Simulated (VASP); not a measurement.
W: single point with LDA

The system is W.

```xyz
1
Lattice="0.0000 2.0300 2.0300 2.0300 0.0000 2.0300 2.0300 2.0300 0.0000" Properties=species:S:1:pos:R:3 pbc="T T T"
W     0.0000    0.0000    0.0000
```

```json
{
 "Program": "VASP 6.6.1",
 "Task": "single point",
 "Functional": "LDA",
 "Potentials or basis": "VASP PAW LDA potentials, release 64 (W_sv)",
 "Cutoff": "520 eV",
 "k mesh": "14 × 14 × 14",
 "Occupations": "fermi-dirac, width 0.05 eV",
 "Spin": "no spin polarisation",
 "Dipole correction": "no",
 "Further INCAR settings": "ALGO = Normal; EDIFF = 1e-06; NBANDS = 13"
}
```

| Quantity | Value |
| --- | --- |
| Pressure | -16.4 GPa |
| Band gap on the k mesh | zero (band 7 reaches 13.17 eV, above the bottom of band 8 at 9.52 eV) |

Levels at points of the mesh, in eV from the Fermi level:
```tsv
k point	band 5	band 6	band 7	band 8	band 9	band 10
(0.00, 0.00, 0.00)	-8.77	-0.53	-0.53	-0.53	2.47	2.47
(0.50, 0.00, 0.00)	-5.44	-0.76	-0.76	0.76	4.90	4.90
(0.50, 0.50, 0.00)	-5.32	-4.37	3.11	4.84	5.62	5.62
```

It used 8.4 s of CPU time on 1 thread of Intel(R) Xeon(R) Platinum 8488C (Sapphire Rapids) (shared host).

Caveat: spin-orbit coupling is left out, which moves the levels of the heavy elements.
